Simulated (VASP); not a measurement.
# Tl (P4/nmm) in VASP: single point with PBEsol

Aim: the single point of Tl with PBEsol.

Everything below comes from runs of VASP 6.6.1. Logs are shortened: lines on timing, memory, paths and dates and some standing lists are left out, and cuts for length are marked.

**1. The cell of the first run**

Symmetry: P4/nmm, No. 129, tetragonal system. The conventional cell has a = 5.035 Å, b = 5.035 Å, c = 2.908 Å, α = 90.00°, β = 90.00°, γ = 90.00°. Tl (site symmetry -4m2) has 14 Tl at 2.88 to 3.56 Å within 3.8 Å. Tl (site symmetry 4mm) has 14 Tl at 2.88 to 3.56 Å within 3.8 Å.

**2. Single point, PBEsol (Sc replaced by Tl, lengths x 0.912, strained)**

INCAR

```
PREC = Accurate
ENCUT = 520
EDIFF = 1E-6
ISMEAR = 0
SIGMA = 0.1
LREAL = F
LASPH = T
NELM = 100
ALGO = Normal
ISIF = 2
LWAVE = F
LCHARG = T
GGA = PS
LELF = T
LVHAR = T
NBANDS = 34
```

KPOINTS

```
Automatic mesh
0
Gamma
  4 4 6
```

POSCAR

```
Tl
1.0
    5.0353262788      0.0000000000      0.0000000000
    0.0000000000      5.0353262788      0.0000000000
    0.0000000000      0.0000000000      2.9079352207
Tl
4
Direct
    0.5000000000      0.5000000000      0.0000000000
    0.0000000000      0.0000000000      0.0000000000
    0.5000000000      0.0000000000      0.5203135305
    0.0000000000      0.5000000000      0.4796864695
```

Potentials or basis: VASP PAW PBE potentials, release 64 (Tl_d).

On the command line:

```bash
$ cat potpaw_PBE.64/Tl_d/POTCAR > POTCAR
$ mpirun -np 1 vasp_std > vasp.out
```

OUTCAR:

```text
PREC = Accurate
   ENCUT = 520
   EDIFF = 1E-6
   ISMEAR = 0
   LREAL = F
   LASPH = T
   NELM = 100
   ISIF = 2
   GGA = PS

 ion  position               nearest neighbor table
   1  0.500  0.500  0.000-   3 2.88   4 2.88   3 2.88   4 2.88   3 2.94   3 2.94   4 2.94   4 2.94
                             2 3.56   2 3.56   2 3.56   2 3.56
   2  0.000  0.000  0.000-   3 2.88   4 2.88   4 2.88   3 2.88   3 2.94   4 2.94   3 2.94   4 2.94
                             1 3.56   1 3.56   1 3.56   1 3.56
   3  0.500  0.000  0.520-   1 2.88   2 2.88   1 2.88   2 2.88   1 2.94   1 2.94   2 2.94   2 2.94
                             4 3.56   4 3.56   4 3.56   4 3.56
   4  0.000  0.500  0.480-   1 2.88   2 2.88   2 2.88   1 2.88   2 2.94   1 2.94   1 2.94   2 2.94
                             3 3.56   3 3.56   3 3.56   3 3.56

  LATTYP: Found a simple tetragonal cell.
 ALAT       =     5.0353262788
 C/A-ratio  =     0.5775068108

  Lattice vectors:

 A1 = (   5.0353262788,   0.0000000000,   0.0000000000)
 A2 = (   0.0000000000,   5.0353262788,   0.0000000000)
 A3 = (   0.0000000000,   0.0000000000,   2.9079352207)

Analysis of symmetry for initial positions (statically):
=====================================================================
 Subroutine PRICEL returns:
 Original cell was already a primitive cell.

 Routine SETGRP: Setting up the symmetry group for a
 simple tetragonal supercell.

 Subroutine GETGRP returns: Found 16 space group operations
 (whereof  8 operations were pure point group operations)
 out of a pool of 16 trial point group operations.

The static configuration has the point symmetry D_2d.
 The point group associated with its full space group is D_4h.

Analysis of symmetry for dynamics (positions and initial velocities):
=====================================================================
 Subroutine PRICEL returns:
 Original cell was already a primitive cell.

 Routine SETGRP: Setting up the symmetry group for a
 simple tetragonal supercell.

 Subroutine GETGRP returns: Found 16 space group operations
 (whereof  8 operations were pure point group operations)
 out of a pool of 16 trial point group operations.

The dynamic configuration has the point symmetry D_2d.
 The point group associated with its full space group is D_4h.

 Subroutine INISYM returns: Found 16 space group operations
 (whereof  8 operations are pure point group operations),
 and found     1 'primitive' translations

----------------------------------------------------------------------------------------

                                     Primitive cell

  volume of cell :      73.7293

  direct lattice vectors                    reciprocal lattice vectors
     5.035326279  0.000000000  0.000000000     0.198596862  0.000000000  0.000000000
     0.000000000  5.035326279  0.000000000     0.000000000  0.198596862  0.000000000
     0.000000000  0.000000000  2.907935221     0.000000000  0.000000000  0.343886615

  length of vectors
     5.035326279  5.035326279  2.907935221     0.198596862  0.198596862  0.343886615

  position of ions in fractional coordinates (direct lattice)
     0.500000000  0.500000000  0.000000000
     0.000000000  0.000000000  0.000000000
     0.500000000  0.000000000  0.520313530
     0.000000000  0.500000000  0.479686470

  ion indices of the primitive-cell ions
   primitive index   ion index
                 1           1
                 2           2
                 3           3
                 4           4

----------------------------------------------------------------------------------------

 KPOINTS: Automatic mesh

Automatic generation of k-mesh.
 Grid dimensions read from file:
 generate k-points for:    4    4    6

 Generating k-lattice:

  Cartesian coordinates                     Fractional coordinates (reciprocal lattice)
     0.049649216  0.000000000  0.000000000     0.250000000  0.000000000  0.000000000
     0.000000000  0.049649216  0.000000000     0.000000000  0.250000000  0.000000000
     0.000000000  0.000000000  0.057314436     0.000000000  0.000000000  0.166666667

  Length of vectors
     0.049649216  0.049649216  0.057314436

  Shift w.r.t. Gamma in fractional coordinates (k-lattice)
     0.000000000  0.000000000  0.000000000

 Subroutine IBZKPT returns following result:
 ===========================================

 Found     24 irreducible k-points:

 Following reciprocal coordinates:
            Coordinates               Weight
  0.000000  0.000000  0.000000      1.000000
  0.250000  0.000000  0.000000      4.000000
  0.500000  0.000000  0.000000      2.000000
  0.250000  0.250000  0.000000      4.000000
  0.500000  0.250000  0.000000      4.000000
  0.500000  0.500000  0.000000      1.000000
[... 16 lines left out ...]
  0.500000  0.250000  0.500000      4.000000
  0.500000  0.500000  0.500000      1.000000
   k-points           NKPTS =     24   k-points in BZ     NKDIM =     24   number of bands    NBANDS=     34
   number of dos      NEDOS =    301   number of ions     NIONS =      4
   total plane-waves  NPLWV =  38400
   dimension x,y,z NGX =    40 NGY =   40 NGZ =   24
   dimension x,y,z NGXF=    80 NGYF=   80 NGZF=   48
   ions per type =               4
   NGX,Y,Z   is equivalent  to a cutoff of  13.21, 13.21, 13.72 a.u.
   NGXF,Y,Z  is equivalent  to a cutoff of  26.41, 26.41, 27.44 a.u.
 SYSTEM =  unknown system
   PREC   = accura    normal or accurate (medium, high low for compatibility)
   ISTART =      0    job   : 0-new  1-cont  2-samecut
   ICHARG =      2    charge: 1-file 2-atom 10-const
   ISPIN  =      1    spin polarized calculation?
   LNONCOLLINEAR =      F non collinear calculations
   LSORBIT =      F    spin-orbit coupling
   LASPH  =      T    aspherical Exc in radial PAW
   ENCUT  =  520.0 eV  38.22 Ry    6.18 a.u.   9.36  9.36  5.41*2*pi/ulx,y,z
   NELM   =    100;   NELMIN=  2; NELMDL= -5     # of ELM steps
   EDIFF  = 0.1E-05   stopping-criterion for ELM
   LREAL  =      F    real-space projection
[... 7 lines left out ...]
   TEBEG  =    0.0;   TEEND  =   0.0 temperature during run
   PSTRESS=    0.0 pullay stress
   NELECT =      52.0000    total number of electrons
   NUPDOWN=      -1.0000    fix difference up-down
   EMIN   =  10.00;   EMAX   =-10.00  energy-range for DOS
   EFERMI =   0.00;   METHOD = LEGACY
   ISMEAR =     0;   SIGMA  =   0.10  broadening in eV -4-tet -1-fermi 0-gaus
   EFERMI_NEDOS =   21; number of points for ismear=-14 and -15
   IALGO  =     38    algorithm
   IMIX   =      4    mixing-type and parameters
     AMIX     =   0.40;   BMIX     =  1.00
     AMIX_MAG =   1.60;   BMIX_MAG =  1.00
  volume/ion in A,a.u.               =      18.43       124.39
  Fermi-wavevector in a.u.,A,eV,Ry     =   1.457234  2.753773 28.892392  2.123531
  Thomas-Fermi vector in A             =   2.574059
   LORBIT       =      0    0 simple, 1 ext, 2 COOP (PROOUT), +10 PAW based schemes
   GGA     = PS    functional components
   LHFCALC =     F    Hartree Fock is set to
   AEXX    =    0.0000 exact exchange contribution
   IVDW    =     0    specifies the selected vdW correction
   LEPSILON=     F    determine dielectric tensor
   LRPA    =     F    only Hartree local field effects (RPA)
 non-spin polarized calculation
 Gauss-broadening in eV      SIGMA  =   0.10
  energy-cutoff  :      520.00
  volume of cell :       73.73
 maximum number of plane-waves:      2004
 NGX is ok and might be reduce to    40
   NGX = 19   NGY = 19   NGZ = 11

 number of electron      52.0000017 magnetization

 Free energy of the ion-electron system (eV)
  ---------------------------------------------------
  ext. energy  EPLUGINS =         0.00000000
  ---------------------------------------------------
  free energy    TOTEN  =        -5.98842461 eV

  energy without entropy =       -5.97395194  energy(sigma->0) =       -5.98118827

 E-fermi :  12.5742     XC(G=0): -12.7427

 val. band max:       12.3256537937   @ k =   0.5000   0.0000   0.3333
 cond. band min:      12.6170408891   @ k =   0.5000   0.5000   0.3333
 fundamental gap:      0.2913870955
 Fermi energy:        12.5741971947

 k-point     1 :       0.0000    0.0000    0.0000
  band No.  band energies     occupation
      1      -1.7107      2.00000
      2      -1.6213      2.00000
      3      -1.5355      2.00000
      4      -1.5340      2.00000
      5      -1.3316      2.00000
      6      -0.9785      2.00000
[... 26 lines left out ...]
     33      23.2097      0.00000
     34      23.2098      0.00000

 k-point     2 :       0.2500    0.0000    0.0000
  band No.  band energies     occupation
      1      -1.5243      2.00000
      2      -1.4520      2.00000
      3      -1.3869      2.00000
      4      -1.3817      2.00000
      5      -1.1372      2.00000
      6      -0.8069      2.00000
[... 26 lines left out ...]
     33      23.3438      0.00000
     34      23.4612      0.00000

 k-point     3 :       0.5000    0.0000    0.0000
  band No.  band energies     occupation
      1      -1.3358      2.00000
      2      -1.3358      2.00000
      3      -1.2946      2.00000
      4      -1.2946      2.00000
      5      -0.6043      2.00000
      6      -0.6043      2.00000
[... 26 lines left out ...]
     33      22.9648      0.00000
     34      22.9648      0.00000
[... 704 lines left out ...]
 k-point    23 :       0.5000    0.2500    0.5000
  band No.  band energies     occupation
      1      -1.3442      2.00000
      2      -1.3442      2.00000
      3      -1.3216      2.00000
      4      -1.3216      2.00000
      5      -1.1374      2.00000
      6      -1.1374      2.00000
[... 26 lines left out ...]
     33      19.4758      0.00000
     34      19.4758      0.00000

 k-point    24 :       0.5000    0.5000    0.5000
  band No.  band energies     occupation
      1      -1.4352      2.00000
      2      -1.4352      2.00000
      3      -1.4342      2.00000
      4      -1.4342      2.00000
      5      -1.3091      2.00000
      6      -1.3091      2.00000
[... 26 lines left out ...]
     33      19.3960      0.00000
     34      19.3978      0.00000

------------------------ aborting loop because EDIFF is reached ----------------------------------------

  FORCE on cell =-STRESS in cart. coord.  units (eV):
  Direction    XX          YY          ZZ          XY          YZ          ZX
  --------------------------------------------------------------------------------------
  -------------------------------------------------------------------------------------
  Total       24.0683720     24.0683720     26.0675178      0.0000000      0.0000000      0.0000000
  in kB      523.0188422    523.0188422    566.4613718      0.0000000      0.0000000      0.0000000
  external PRESSURE =     537.4996854 kB  Pullay stress =       0.0000000 kB

 VOLUME and BASIS-vectors are now :
 -----------------------------------------------------------------------------
  energy-cutoff  :      520.00
  volume of cell :       73.73
      direct lattice vectors                 reciprocal lattice vectors
     5.035326279  0.000000000  0.000000000     0.198596862  0.000000000  0.000000000
     0.000000000  5.035326279  0.000000000     0.000000000  0.198596862  0.000000000
     0.000000000  0.000000000  2.907935221     0.000000000  0.000000000  0.343886615

 POSITION                                       TOTAL-FORCE (eV/Angst)
 -----------------------------------------------------------------------------------
      2.51766      2.51766      0.00000         0.000000     -0.000000      0.000000
      0.00000      0.00000      0.00000        -0.000000     -0.000000      0.000000
      2.51766      0.00000      1.51304         0.000000      0.000000     -0.190843
      0.00000      2.51766      1.39490        -0.000000     -0.000000      0.190843
 -----------------------------------------------------------------------------------
    total drift:                               -0.000000      0.000000      0.000000

  FREE ENERGIE OF THE ION-ELECTRON SYSTEM (eV)
  ---------------------------------------------------
  free  energy   TOTEN  =        -5.9884246059 eV

  energy  without entropy=       -5.9739519406  energy(sigma->0) =       -5.98118827
```

Wall time 30 s (1 thread of AMD EPYC 9R45 (Zen 5), shared host); peak memory 0.17 GiB.

What came out:

- Free energy: -5.9884 eV
- Pressure: 53.7 GPa
- Largest force: 0.191 eV/Å
- Band gap on the k mesh: zero (bands 26 and 27 overlap by 8.22 eV)

Forces in eV/Å, atoms in the order of the input:
```
Tl   0.000  0.000  0.000
Tl   0.000  0.000  0.000
Tl   0.000  0.000 -0.191
Tl   0.000  0.000  0.191
```

Levels at points of the mesh, in eV from the Fermi level:
| k point | band 22 | band 23 | band 24 | band 25 | band 26 | band 27 | band 28 | band 29 | band 30 | band 31 |
| --- | --- | --- | --- | --- | --- | --- | --- | --- | --- | --- |
| (0.00, 0.00, 0.00) | -5.88 | -5.88 | -5.83 | -5.83 | -0.78 | -0.78 | 0.13 | 5.26 | 6.68 | 10.49 |
| (0.50, 0.00, 0.00) | -11.36 | -4.97 | -4.97 | -3.52 | -3.52 | 3.19 | 3.19 | 7.68 | 7.68 | 9.05 |
| (0.50, 0.50, 0.00) | -10.03 | -10.03 | -10.03 | 4.49 | 4.49 | 4.49 | 4.49 | 5.32 | 5.32 | 5.33 |
| (0.00, 0.00, 0.50) | -7.77 | -3.29 | -3.29 | -0.50 | -0.50 | 1.19 | 1.19 | 1.23 | 1.23 | 4.40 |
| (0.50, 0.00, 0.50) | -5.96 | -5.94 | -5.94 | -0.39 | -0.39 | -0.30 | -0.30 | 2.57 | 2.57 | 3.03 |
| (0.50, 0.50, 0.50) | -4.84 | -4.81 | -4.81 | -3.76 | -3.76 | -3.73 | -3.73 | 6.59 | 6.59 | 6.60 |

Caveat: the k points lie up to 0.36 Å⁻¹ apart, too coarse for converged energies and pressures of a metal; the cell differs from its parent crystal (Sc replaced by Tl, lengths x 0.912, strained); the PAW data sets were made with another functional, which shifts forces and pressure a little; spin-orbit coupling is left out, which moves the levels of the heavy elements.

The gap in the log of VASP goes by the Fermi energy; the results here count the filled bands.